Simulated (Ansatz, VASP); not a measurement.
**Two plane-wave programs on GdN**

INCAR

```
SYSTEM = GdN
PREC = Accurate ; ENCUT = 520
EDIFF = 1E-6 ; ISMEAR = 0
SIGMA = 0.05 ; LREAL = .FALSE.
LASPH = .TRUE. ; NELM = 150
ALGO = Normal ; ISIF = 2
LWAVE = .FALSE. ; LCHARG = .TRUE.
ISPIN = 2 ; MAGMOM = 7.62 -0.16
LORBIT = 11 ; LMAXMIX = 6
LDAU = .TRUE. ; LDAUTYPE = 2
LDAUL = 3 -1 ; LDAUU = 6 0
LDAUJ = 0 0 ; LDAUPRINT = 1
GGA = PE ; LELF = .TRUE.
LVHAR = .TRUE. ; NBANDS = 22
```

File KPOINTS:

```
regular mesh
0
G
  10 10 10
  0 0 0
```

POSCAR

```
GdN
1.0
    0.0000000000      2.4843302599      2.4843302599
    2.4843302599      0.0000000000      2.4843302599
    2.4843302599      2.4843302599      0.0000000000
Gd N
1 1
Direct
    0.5000000000      0.5000000000      0.5000000000
    0.0000000000      0.0000000000      0.0000000000
```

Input for Ansatz:

```yaml
crystal:
  lattice:
    - [0.0, 2.4843302604, 2.4843302604]
    - [2.4843302604, 0.0, 2.4843302604]
    - [2.4843302604, 2.4843302604, 0.0]
  atoms:
    - { symbol: Gd, position: [0.5, 0.5, 0.5], spin: 7.63 }
    - { symbol: "N", position: [0.0, 0.0, 0.0] }
basis:
  ecutwfc: 420
  ecutrho_ratio: 4
kpoints:
  mp_grid: { grid: [10, 10, 10] }
hamiltonian:
  xc: pbe
  hubbard:
    sites:
      - { species: Gd, l: f, u_eff: 6.0, starting_ns: start.occupation_matrices }
    ns_hold: { iters: 6 }
scf:
  occupations: { method: gaussian, width: 0.05 }
  lower_state_search: "off"
output:
  forces: true
  stress: true
  eigenvalues: true
  populations: true
  hubbard: { sites: [{ species: Gd, l: f }] }
magnetization:
  spin_polarized: true
```

Alike in both runs: task single point; functional PBE; k mesh 10 × 10 × 10; occupations gaussian, width 0.05 eV; collinear spin; Hubbard terms Gd f U = 6.0 eV.

|  | VASP | Ansatz |
| --- | --- | --- |
| version | VASP 6.6.1 | Ansatz 0.2.0 |
| potentials or method | VASP PAW PBE potentials, release 64 (Gd, N), cutoff 520 eV | scalar-relativistic, plane waves, PAW |
| valence electrons in the cell | 23 | 23 |

```csv
,VASP,Ansatz,Ansatz less VASP
gap on the k mesh at the Fermi level (eV),none,none,-
pressure (GPa),3.5,3.1,-0.32
net moment per atom (μB),3.50,3.50,0.000
size of the moment on the site where the two differ most (μB),6.87,6.93,+0.059
```

Site moments also hang on the region over which each program counts them. The programs project onto different local orbitals, so the same U acts differently, and such runs can settle in different states. A gap of «none» marks a metal or a gap that the smearing closes. Ansatz's warnings: filled band counts differ across k points.

Neither program's run includes spin-orbit coupling.
